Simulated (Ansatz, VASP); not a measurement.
# Ba: VASP beside Ansatz

```xyz
1
Lattice="0.0000 3.0710 3.0710 3.0710 0.0000 3.0710 3.0710 3.0710 0.0000" Properties=species:S:1:pos:R:3 pbc="T T T"
Ba    0.0000    0.0000    0.0000
```

Change from the starting cell: strain -0.050 along x and y, -0.050 along z, atoms carried along.

Alike in both runs: task single point; functional PBE; k mesh 14 × 14 × 14; occupations gaussian, width 0.15 eV; no spin polarisation.

```csv
,VASP,Ansatz
version,VASP 6.6.1,Ansatz 0.2.0
potentials or method,"VASP PAW PBE potentials, release 64 (Ba_sv), cutoff 520 eV","scalar-relativistic, plane waves, PAW"
valence electrons in the cell,10,10
```

|  | VASP | Ansatz | Ansatz less VASP |
| --- | --- | --- | --- |
| gap on the k mesh at the Fermi level (eV) | none | none | - |
| pressure (GPa) | 1.0 | 0.9 | -0.07 |

A gap of «none» marks a metal or a gap that the smearing closes.

Neither program's run includes spin-orbit coupling.
